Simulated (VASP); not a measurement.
A run of VASP 6.6.1:

File INCAR:

```
SYSTEM = Ga3BSb2
  PREC = Accurate
  ENCUT = 560
  EDIFF = 1E-7
  ISMEAR = 0
  SIGMA = 0.2
  LREAL = .False.
  LASPH = .True.
  NELM = 120
  ALGO = Normal
  ISIF = 3
  LWAVE = .False.
  LCHARG = .False.
  GGA = PE
  IBRION = 2
  NSW = 36
  EDIFFG = -0.08
  GGA_COMPAT = .False.
  NELMIN = 4
```

KPOINTS

```
regular mesh
0
Gamma
  5 5 2
  0 0 0
```

Contents of POSCAR:

```
Ga3BSb2
1.0
    4.1418425200      0.0000000000      0.0000000000
   -2.0709212600      3.5869408400      0.0000000000
    0.0000000000      0.0000000000     10.0385067400
Ga B Sb
3 1 2
Direct
    0.0000000000      0.0000000000      0.2506069500
    0.6666666700      0.3333333300      0.5939947400
    0.3333333300      0.6666666700      0.9075262000
    0.3333333300      0.6666666700      0.6628438200
    0.0000000000      0.0000000000      0.9967239500
    0.6666666700      0.3333333300      0.3383043100
```

Potentials or basis: VASP PAW PBE potentials, release 64 (Ga_d, B, Sb_d_GW).

Command:

```console
$ cat potpaw_PBE.64/Ga_d/POTCAR potpaw_PBE.64/B/POTCAR potpaw_PBE.64/Sb_d_GW/POTCAR > POTCAR
$ mpirun -np 1 vasp_std > vasp.out
```

Hardware: 1 thread of AMD EPYC 7R43 64-Core Processor (Zen 3) (shared host).

Question: How long does it take, and how much memory?

Answer: Run time: 33 min on 1 thread of AMD EPYC 7R43 64-Core Processor (Zen 3) (shared host), peak memory 0.37 GiB. Counts: scf iterations 219, k points 10, ion steps 22.
